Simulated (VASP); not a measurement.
A run of VASP 6.6.1:

INCAR

```
  PREC = Accurate
  ENCUT = 520
  EDIFF = 1E-7
  ISMEAR = 0
  SIGMA = 0.15
  LREAL = False
  LASPH = True
  NELM = 60
  ALGO = Normal
  ISIF = 2
  LWAVE = False
  LCHARG = False
  GGA = PE
  NBANDS = 11
```

File KPOINTS:

```
regular mesh
0
Gamma
  13 13 7
```

File POSCAR:

```
Si
1.0
    2.4440000000      0.0000000000      0.0000000000
   -1.2220000000      2.1165660000      0.0000000000
    0.0000000000      0.0000000000      4.1520000000
Si
2
Direct
    0.3333333333      0.6666666667      0.2500000000
    0.6666666667      0.3333333333      0.7500000000
```

Potentials or basis: VASP PAW PBE potentials, release 64 (Si).

Run with:

```console
$ cat potpaw_PBE.64/Si/POTCAR > POTCAR
$ mpirun -np 1 vasp_std > vasp.out
```

Hardware: 1 thread of Intel Xeon 6975P-C, on a shared host.

How long does it take, and how much memory?

Wall time 23 s on 1 thread of Intel Xeon 6975P-C, with other jobs on the host, peak memory 0.13 GiB. Counts: scf iterations 12, k points 84.
